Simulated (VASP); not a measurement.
A run of VASP 6.6.1 is set up as follows.

The input POSCAR:

```
Zr3Co2As4
1.0
    0.0000000000      3.9926800000      0.0000000000
    7.5091350000     -1.9963400000      0.0000000000
    2.5215350000      0.0000000000     -5.8982580000
Zr Co As
3 2 4
Direct
    0.1437000000      0.2874000000      0.4185600000
    0.8563000000      0.7126000000      0.5814400000
    0.0000000000      0.0000000000      0.0000000000
    0.3283800000      0.6567600000      0.9634100000
    0.6716200000      0.3432400000      0.0365900000
    0.2063800000      0.4127600000      0.8326700000
    0.7936200000      0.5872400000      0.1673300000
    0.4889500000      0.9779000000      0.6797200000
    0.5110500000      0.0221000000      0.3202800000
```

Contents of INCAR.step1:

```
SYSTEM = Zr3Co2As4
  PREC = Accurate
  ENCUT = 520
  ISMEAR = -1
  SIGMA = 0.1172
  LREAL = .False.
  LASPH = .True.
  NELM = 100
  NBANDS = 47
  GGA = PE
  ALGO = Normal
  EDIFF = 1E-4
  LWAVE = .True.
  LCHARG = .False.
```

File INCAR.step2:

```
SYSTEM = Zr3Co2As4
  PREC = Accurate
  ENCUT = 520
  EDIFF = 1E-6
  ISMEAR = -1
  SIGMA = 0.1172
  LREAL = .False.
  LASPH = .True.
  NELM = 100
  ALGO = Normal
  ISIF = 2
  LWAVE = .False.
  LCHARG = .False.
  METAGGA = R2SCAN
  LMIXTAU = .True.
  NBANDS = 47
  ISTART = 1
```

The input KPOINTS:

```
regular mesh
0
Gamma
  6 6 4
  0 0 0
```

Potentials or basis: VASP PAW PBE potentials, release 64 (Zr_sv, Co, As).

Launch:

```bash
$ cat potpaw_PBE.64/Zr_sv/POTCAR potpaw_PBE.64/Co/POTCAR potpaw_PBE.64/As/POTCAR > POTCAR
$ cp INCAR.step1 INCAR
$ mpirun -np 1 vasp_std > vasp.out
$ cp INCAR.step2 INCAR
$ mpirun -np 1 vasp_std > vasp.out
```

Predict the band gap on the k mesh.

zero (bands 37 and 38 overlap by 0.43 eV).

Predict the largest force.

4.772 eV/Å.

Predict the pressure.

-11.3 GPa.

Forces in eV/Å, atoms in the order of the input:
```
Zr   0.142  0.000  0.245
Zr  -0.142  0.000 -0.245
Zr   0.000  0.000  0.000
Co   0.343  0.000  0.217
Co  -0.343  0.000 -0.217
As  -1.132  0.000  1.474
As   1.132  0.000 -1.474
As   1.438  0.000 -4.550
As  -1.438  0.000  4.550
```

Caveat: the stress differs along the axes, from -15 to -6 GPa; the PAW data sets were made with another functional, which shifts forces and pressure a little; the run has no spin polarisation, though such a crystal can be magnetic. Spin polarisation is off, so any magnetic state and its effect on volume and gap are missing.
